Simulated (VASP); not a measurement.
Here is a VASP 6.6.1 calculation.

File INCAR:

```
PREC = Accurate ; ENCUT = 520
EDIFF = 1E-6 ; ISMEAR = -1
SIGMA = 0.05 ; LREAL = False
LASPH = True ; NELM = 150
ALGO = Normal ; ISIF = 2
LWAVE = False ; LCHARG = True
ISPIN = 2 ; MAGMOM = 4 0 0
LORBIT = 11 ; LMAXMIX = 4
GGA = PS ; LELF = True
LVHAR = True ; NBANDS = 24
```

File KPOINTS:

```
regular mesh
0
Gamma
  11 11 11
```

File POSCAR:

```
MnO2
1.0
    1.4378949485      0.8301690355      4.6142895739
   -1.4378949485      0.8301690355      4.6142895739
    0.0000000000     -1.6603380711      4.6142895739
Mn O
1 2
Direct
    0.0000000000      0.0000000000      0.0000000000
    0.7356355100      0.7356355100      0.7356355100
    0.2643644900      0.2643644900      0.2643644900
```

Potentials or basis: VASP PAW PBE potentials, release 64 (Mn_pv, O).

Run with:

```console
$ cat potpaw_PBE.64/Mn_pv/POTCAR potpaw_PBE.64/O/POTCAR > POTCAR
$ mpirun -np 1 vasp_std > vasp.out
```

(1) Estimate the largest force.

(2) Estimate the band gap on the k mesh.

(3) What does it give for the pressure?

Answers

(1) 0.356 eV/Å.

(2) 0.80 eV (least direct gap 0.87 eV).

(3) -4.9 GPa.

Caveat: the cell stands under tension; the PAW data sets were made with another functional, which shifts forces and pressure a little; an odd mesh through Γ misses points on the zone boundary, where band edges can lie; a cell with one magnetic atom can't hold antiferromagnetic order, which such compounds often take.
